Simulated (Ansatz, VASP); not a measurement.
# One calculation of CoSi2, two programs

```xyz
3
Lattice="0.0000 2.6563 2.6563 2.6563 0.0000 2.6563 2.6563 2.6563 0.0000" Properties=species:S:1:pos:R:3 pbc="T T T"
Co    0.0000    0.0000    0.0000
Si    1.1549    1.1549    1.1549
Si    4.1576    4.1576    4.1576
```

Change from the starting cell: mode 4 (341.3 1/cm) frozen in, largest displacement -0.300 Å.

Alike in both runs: task single point; functional PBEsol; k mesh 16 × 16 × 16; occupations gaussian, width 0.15 eV; no spin polarisation.

|  | VASP | Ansatz |
| --- | --- | --- |
| version | VASP 6.6.1 | Ansatz 0.2.0 |
| potentials or method | VASP PAW PBE potentials, release 64 (Co, Si), cutoff 520 eV | scalar-relativistic, plane waves, PAW |
| valence electrons in the cell | 17 | 25 |

VASP gave:

```
gap on the k mesh at the Fermi level (eV)                     : none
pressure (GPa)                                                : 17.8
traceless stress, the component that is largest in VASP (GPa) : 20.24
rms of the force components (eV/Å)                            : 2.545
```

Problem. What did Ansatz give for the same quantities?

Solution. gap on the k mesh at the Fermi level (eV): none; pressure (GPa): 17.5; traceless stress, the component that is largest in VASP (GPa): 20.05; rms of the force components (eV/Å): 2.526.

VASP's potentials were made for PBE, not for PBEsol. Atom by atom the forces differ by 0.019 eV/Å (rms over components). A gap of «none» marks a metal or a gap that the smearing closes. VASP's potentials hold 17 valence electrons a cell and Ansatz's 25, so a difference there can come from the potentials and not from the codes.
